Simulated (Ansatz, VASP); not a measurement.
**InSe in VASP and in Ansatz**

```
Se In
1.0
     4.02661    0.00000    0.00000
    -2.01331    3.48715    0.00000
     0.00000    0.00000   28.27071
Se In
4 4
Direct
  0.00000 0.00000 0.15918
  0.00000 0.00000 0.34967
  0.33333 0.66667 0.46675
  0.33333 0.66667 0.65724
  0.66667 0.33333 0.20500
  0.66667 0.33333 0.30385
  0.66667 0.33333 0.51257
  0.66667 0.33333 0.61142
```

Alike in both runs: task single point; functional PBE; dispersion D3(BJ); k mesh 9 × 9 × 1; occupations gaussian, width 0.05 eV; no spin polarisation.

```csv
,VASP,Ansatz
version,VASP 6.6.1,Ansatz 0.2.0
potentials or method,"VASP PAW PBE potentials, release 64 (Se, In_d), cutoff 520 eV","scalar-relativistic, plane waves, PAW"
valence electrons in the cell,76,116
```

|  | VASP | Ansatz | Ansatz less VASP |
| --- | --- | --- | --- |
| gap on the k mesh at the Fermi level (eV) | 1.16 | 1.17 | +0.011 |
| least direct gap on the mesh (eV) | 1.20 | 1.21 | +0.010 |
| rms of the force components (eV/Å) | 0.021 | 0.019 | -0.0020 |

VASP's potentials hold 76 valence electrons a cell and Ansatz's 116, so a difference there can come from the potentials and not from the codes.
